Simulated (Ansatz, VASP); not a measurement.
One calculation of Ru, two programs

```xyz
1
Lattice="-1.5314 1.5314 1.5314 1.5314 -1.5314 1.5314 1.5314 1.5314 -1.5314" Properties=species:S:1:pos:R:3 pbc="T T T"
Ru    0.0000    0.0000    0.0000
```

Alike in both runs: task single point; functional BLYP; k mesh 16 × 16 × 16; occupations fermi-dirac, width 0.1 eV; no spin polarisation.

|  | VASP | Ansatz |
| --- | --- | --- |
| version | VASP 6.6.1 | Ansatz 0.2.0 |
| potentials or method | VASP PAW PBE potentials, release 64 (Ru_pv), cutoff 520 eV | plane waves (420 eV) with PAW, scalar-relativistic |
| valence electrons in the cell | 14 | 16 |

Ansatz gave:

| Property | Result |
| --- | --- |
| pressure (GPa) | 10.8 |

Q: What did VASP give for the same quantities?

A: Pressure (GPa): 11.5.

VASP's potentials were made for PBE, not for BLYP. The functional is the same, so the differences come from potentials, cutoffs and numerics. VASP's potentials hold 14 valence electrons a cell and Ansatz's 16, so a difference there can come from the potentials and not from the codes.
